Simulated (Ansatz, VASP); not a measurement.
Ir: VASP beside Ansatz

```
Ir
1.0
     0.00000    1.91513    1.91513
     1.91513    0.00000    1.91513
     1.91513    1.91513    0.00000
Ir
1
Direct
  0.00000 0.00000 0.00000
```

Alike in both runs: functional PBEsol; k mesh 18 × 18 × 18; occupations gaussian, width 0.1 eV; no spin polarisation.

Ansatz relaxed the structure, and its values are those at the end. VASP's run is a single point on that final structure, the one shown.

|  | VASP | Ansatz |
| --- | --- | --- |
| version | VASP 6.6.1 | Ansatz 0.2.0 |
| potentials or method | VASP PAW PBE potentials, release 64 (Ir), cutoff 520 eV | scalar-relativistic, plane waves, PAW |
| valence electrons in the cell | 9 | 17 |

Ansatz gave:

```
gap on the k mesh at the Fermi level (eV) : none
pressure (GPa)                            : 0.0
```

Q: What did VASP give for the same quantities?

A: gap on the k mesh at the Fermi level (eV): none; pressure (GPa): 1.0.

VASP's potentials were made for PBE, not for PBEsol. A gap of «none» marks a metal or a gap that the smearing closes. VASP's potentials hold 9 valence electrons a cell and Ansatz's 17, so a difference there can come from the potentials and not from the codes.

Spin-orbit coupling is off throughout.
